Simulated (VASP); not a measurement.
# Cu3N (Pm-3m) in VASP: further runs, part 2 of 2

VASP 6.6.1.

**4. Relaxation of cell and atoms, PBE, target pressure 60 GPa, at which the enthalpy is minimised**

This run uses another cell than the first one, of 10.88 Å³/atom.

File INCAR:

```
SYSTEM = Cu3N
ALGO     = Normal         ! electronic algorithm
EDIFF    = 1E-7           ! SCF threshold, eV
EDIFFG   = -0.008         ! ionic threshold
ENCUT    = 600            ! plane-wave cutoff, eV
GGA      = PE             ! functional
GGA_COMPAT= .False.      
IBRION   = 2              ! ionic algorithm
ISIF     = 3              ! what is computed and relaxed
ISMEAR   = 0              ! smearing method
LASPH    = .True.         ! aspherical terms in the spheres
LCHARG   = .False.        ! write CHGCAR
LREAL    = .False.        ! projectors in reciprocal space
LWAVE    = .False.        ! write WAVECAR
NELM     = 120            ! most SCF steps
NELMIN   = 4            
NSW      = 70             ! ionic steps
PREC     = Accurate       ! precision mode
PSTRESS  = 600.0        
SIGMA    = 0.1            ! smearing width, eV
```

File KPOINTS:

```
k-points
0
Gamma
  12 12 12
  0 0 0
```

File POSCAR:

```
Cu3N
1.0
    3.5177868279      0.0000000000      0.0000000000
    0.0000000000      3.5177868279      0.0000000000
    0.0000000000      0.0000000000      3.5177868279
Cu N
3 1
Direct
    0.5000000000      0.0000000000      0.0000000000
    0.0000000000      0.5000000000      0.0000000000
    0.0000000000      0.0000000000      0.5000000000
    0.0000000000      0.0000000000      0.0000000000
```

Potentials or basis: VASP PAW PBE potentials, release 64 (Cu, N).

Started as:

```
$ cat potpaw_PBE.64/Cu/POTCAR potpaw_PBE.64/N/POTCAR > POTCAR
$ mpirun -np 1 vasp_std > vasp.out
```

OUTCAR:

```text
SYSTEM = Cu3N
   EDIFF = 1E-7
   EDIFFG = -0.008
   ENCUT = 600
   GGA = PE
   IBRION = 2
   ISIF = 3
   ISMEAR = 0
   LASPH = .True.
   LREAL = .False.
   NELM = 120
   NELMIN = 4
   NSW = 70
   PREC = Accurate
   PSTRESS = 600.0

 ion  position               nearest neighbor table
   1  0.500  0.000  0.000-   4 1.76   4 1.76   2 2.49   3 2.49   2 2.49   2 2.49   3 2.49   3 2.49
                             3 2.49   2 2.49
   2  0.000  0.500  0.000-   4 1.76   4 1.76   1 2.49   3 2.49   1 2.49   3 2.49   3 2.49   3 2.49
                             1 2.49   1 2.49
   3  0.000  0.000  0.500-   4 1.76   4 1.76   1 2.49   1 2.49   2 2.49   2 2.49   2 2.49   2 2.49
                             1 2.49   1 2.49
   4  0.000  0.000  0.000-   1 1.76   2 1.76   3 1.76   3 1.76   2 1.76   1 1.76

[... 267 lines left out ...]

 number of electron      38.0000059 magnetization

 Free energy of the ion-electron system (eV)
  ---------------------------------------------------
  ext. energy  EPLUGINS =         0.00000000
  ---------------------------------------------------
  free energy    TOTEN  =       -16.42617521 eV

  energy without entropy =      -16.42423796  energy(sigma->0) =      -16.42520658

 E-fermi :   8.0344     XC(G=0): -12.2194

 val. band max:        8.0306948885   @ k =   0.5000   0.4167   0.3333
 cond. band min:       8.1236361718   @ k =   0.5000   0.4167   0.0000
 fundamental gap:      0.0929412833
 Fermi energy:         8.0344395694

 k-point     1 :       0.0000    0.0000    0.0000
  band No.  band energies     occupation
      1     -11.4371      2.00000
      2       0.9111      2.00000
      3       1.7140      2.00000
      4       1.7140      2.00000
      5       1.7140      2.00000
      6       2.4991      2.00000
[... 613 lines left out ...]
     22      13.4445      0.00000
     23      14.5920      0.00000

 [... further k-points ...]
[... 5 lines left out ...]
  --------------------------------------------------------------------------------------
  -------------------------------------------------------------------------------------
  Total       15.9873535     15.9873535     15.9873535      0.0000000      0.0000000     -0.0000000
  in kB      598.9323892    598.9323892    598.9323892      0.0000000      0.0000000     -0.0000000
  external PRESSURE =      -1.0676108 kB  Pullay stress =     600.0000000 kB
[... 23 lines left out ...]
  energy  without entropy=      -16.4242379600  energy(sigma->0) =      -16.42520658

  enthalpy is  TOTEN    =        -0.4103238872 eV   P V=       16.0158513226

 reached required accuracy - stopping structural energy minimisation
```

OSZICAR:

```text
N       E                     dE             d eps       ncg     rms          rms(c)
DAV:   1     0.314916543972E+03    0.31492E+03   -0.19845E+04  3896   0.318E+03
[... 34 lines left out ...]
DAV:   5    -0.164271700142E+02    0.47042E-02   -0.13302E-02  6931   0.197E+00    0.197E-01
DAV:   6    -0.164261304354E+02    0.10396E-02   -0.48441E-03  6280   0.794E-01    0.370E-02
DAV:   7    -0.164261674794E+02   -0.37044E-04   -0.45109E-04  5496   0.219E-01    0.197E-02
DAV:   8    -0.164261756555E+02   -0.81760E-05   -0.15802E-05  5991   0.526E-02    0.118E-02
DAV:   9    -0.164261753449E+02    0.31060E-06   -0.33304E-06  6030   0.321E-02    0.466E-03
DAV:  10    -0.164261751942E+02    0.15067E-06   -0.27822E-06  5689   0.135E-02    0.105E-03
DAV:  11    -0.164261752098E+02   -0.15598E-07   -0.83984E-08  2229   0.399E-03
   3 F= -.41032389E+00 E0= -.40935526E+00  d E =-.152783E-01
```

It took 6 min on 1 thread of Oxide Virtual Turin-like, shared host; peak memory 0.19 GiB.

Results:

* Free energy: -16.4262 eV
* Relaxed volume: 10.69 Å³/atom
* Relaxed cell: a = 3.497 Å, b = 3.497 Å, c = 3.497 Å, α = 90.00°, β = 90.00°, γ = 90.00°
* Space group after relaxing (to 0.1 Å): Pm-3m (No. 221)
* Energy change on relaxing (the run minimises the enthalpy): +67.8 meV/atom
* Ionic steps: 3
* Pressure after relaxing: 59.9 GPa
* Band gap on the k mesh: zero (bands 19 and 20 overlap by 0.67 eV)

The path:
```csv
step,energy change (eV),largest force (eV/Å),pressure (GPa),volume (Å³)
1,0.0000,0.0000,53.82,43.53
2,1.0478,0.0000,76.78,40.94
3,0.2712,0.0000,59.89,42.77
```

Final structure:
```
Cu N
1.0
     3.49706    0.00000    0.00000
     0.00000    3.49706    0.00000
     0.00000    0.00000    3.49706
Cu N
3 1
Direct
  0.50000 0.00000 0.00000
  0.00000 0.50000 0.00000
  0.00000 0.00000 0.50000
  0.00000 0.00000 0.00000
```

Caveat: the cell is relaxed towards a set pressure, so the run minimises the enthalpy, not the energy. With open d or f shells a metallic result of PBE can be an artefact of self-interaction; +U or a hybrid may open a gap.

**5. Summary**

```tsv
task	cell	gap on the mesh (eV)	pressure (GPa)
single point	a = 3.494 Å, 4 atoms	none	60.9
single point	a = 3.699 Å, 4 atoms	none	15.8
relaxation of cell and atoms	relaxed to 60 GPa from a = 3.518 Å, 4 atoms	none	59.9
```

Alike in all rows: level PBE; potentials or basis VASP PAW PBE potentials, release 64 (Cu, N); no spin polarisation; k mesh 12 × 12 × 12; cutoff (eV) 600; smearing gaussian 0.1 eV.

Caveats: the cell stands under pressure (at least some runs); semilocal functionals underestimate gaps, and a narrow one can read as zero (at least some runs); the cell is relaxed towards a set pressure, so the run minimises the enthalpy, not the energy (at least some runs).

Total energies depend on the potentials used, so only differences within one code and one set of settings carry meaning.

The gap in the log of VASP goes by the Fermi energy; the results here count the filled bands.